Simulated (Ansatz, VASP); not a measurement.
One calculation of Br, two programs

```xyz
1
Lattice="0.0000 2.3418 2.3418 2.3418 0.0000 2.3418 2.3418 2.3418 0.0000" Properties=species:S:1:pos:R:3 pbc="T T T"
Br    0.0000    0.0000    0.0000
```

Change from the starting cell: volume scaled by 0.975, PAW files.

Alike in both runs: task electric field gradients; functional PBE; k mesh 16 × 16 × 16; occupations fermi-dirac, width 0.03 eV; no spin polarisation.

|  | VASP | Ansatz |
| --- | --- | --- |
| version | VASP 6.6.1 | Ansatz 0.2.0 |
| potentials or method | VASP PAW PBE potentials, release 64 (Br) | PAW with Ansatz's default frozen-core files, scalar-relativistic |
| plane-wave cutoff (eV) | 520 | 420 |
| valence electrons in the cell | 7 | 7 |

```tsv
	VASP	Ansatz	Ansatz less VASP
pressure (GPa)	0.7	0.7	-0.01
```

With one functional, cell and mesh, what is left measures potentials, basis and numerics.
